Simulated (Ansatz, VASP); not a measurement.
Two plane-wave programs on Ge

File INCAR:

```
SYSTEM = Ge
PREC = Accurate ; ENCUT = 410
EDIFF = 1E-6 ; ISMEAR = 0
SIGMA = 0.1 ; LREAL = .False.
LASPH = .True. ; NELM = 120
ALGO = Normal ; ISIF = 2
LWAVE = .False. ; LCHARG = .False.
LDIPOL = .True. ; IDIPOL = 3
DIPOL = 0.5 0.5 0.423 ; GGA = PE
IVDW = 12 ; NBANDS = 126
GGA_COMPAT = .False. ; NELMDL = -8
```

Contents of KPOINTS:

```
Automatic mesh
0
Gamma
  3 3 1
  0 0 0
```

The input POSCAR:

```
Ge
1.0
    8.0601468051      0.0000000000      0.0000000000
   -4.0300734025      6.9802918914      0.0000000000
    0.0000000000      0.0000000000     23.9214764426
Ge
16
Direct
    0.6666666667      0.3333333333      0.3344275183
    0.6666666667      0.8333333333      0.3344275183
    0.1666666667      0.3333333333      0.3344275183
    0.1666666667      0.8333333333      0.3344275183
    0.5000000000      0.5000000000      0.3688165030
    0.5000000000      0.0000000000      0.3688165030
    0.0000000000      0.5000000000      0.3688165030
    0.0000000000      0.0000000000      0.3688165030
    0.0063540372      0.4935218907      0.4768548815
   -0.0049962788     -0.0139626385      0.4765812209
    0.5119829554      0.5022713765      0.4775042594
    0.5117448288     -0.0116564569      0.4774953806
    0.8415733367      0.6582671316      0.5137453125
    0.8425672181      0.1629265908      0.5123436310
    0.3366390043      0.6578109746      0.5124981389
    0.3378237124      0.1584215659      0.5002865884
```

Input for Ansatz:

```yaml
crystal:
  lattice:
    - [8.0601468051, 0.0, 0.0]
    - [-4.0300734025, 6.9802918914, 0.0]
    - [0.0, 0.0, 23.9214764426]
  atoms:
    - { symbol: Ge, position: [0.6666666667, 0.3333333333, 0.3344275183] }
    - { symbol: Ge, position: [0.6666666667, 0.8333333333, 0.3344275183] }
    - { symbol: Ge, position: [0.1666666667, 0.3333333333, 0.3344275183] }
    - { symbol: Ge, position: [0.1666666667, 0.8333333333, 0.3344275183] }
    - { symbol: Ge, position: [0.5, 0.5, 0.368816503] }
    - { symbol: Ge, position: [0.5, 0.0, 0.368816503] }
    - { symbol: Ge, position: [0.0, 0.5, 0.368816503] }
    - { symbol: Ge, position: [0.0, 0.0, 0.368816503] }
    - { symbol: Ge, position: [0.0063540372, 0.4935218907, 0.4768548815] }
    - { symbol: Ge, position: [-0.0049962788, -0.0139626385, 0.4765812209] }
    - { symbol: Ge, position: [0.5119829554, 0.5022713765, 0.4775042594] }
    - { symbol: Ge, position: [0.5117448288, -0.0116564569, 0.4774953806] }
    - { symbol: Ge, position: [0.8415733367, 0.6582671316, 0.5137453125] }
    - { symbol: Ge, position: [0.8425672181, 0.1629265908, 0.512343631] }
    - { symbol: Ge, position: [0.3366390043, 0.6578109746, 0.5124981389] }
    - { symbol: Ge, position: [0.3378237124, 0.1584215659, 0.5002865884] }
basis:
  ecutwfc: 420
kpoints:
  mp_grid: { grid: [3, 3, 1] }
hamiltonian:
  xc: pbe
  dispersion: d3bj
scf:
  occupations: { method: gaussian, width: 0.1 }
output:
  forces: true
  eigenvalues: true
  write_density: true
  volumetric_format: npy
efield:
  axis: 3
  dipole_correction: true
  ramp_width: 0.04
```

Alike in both runs: task single point; functional PBE; dispersion D3(BJ); k mesh 3 × 3 × 1; occupations gaussian, width 0.1 eV; no spin polarisation.

```csv
,VASP,Ansatz
version,VASP 6.6.1,Ansatz 0.2.0
potentials or method,"VASP PAW PBE potentials, release 64 (Ge_d), cutoff 410 eV","scalar-relativistic, plane waves, PAW"
valence electrons in the cell,224,224
```

Ansatz gave:

* gap on the k mesh at the Fermi level (eV): none
* rms of the force components (eV/Å): 0.077

Estimate VASP's values.

gap on the k mesh at the Fermi level (eV): none; rms of the force components (eV/Å): 0.078.

Atom by atom the forces differ by 0.002 eV/Å (rms over components). A gap of «none» marks a metal or a gap that the smearing closes.
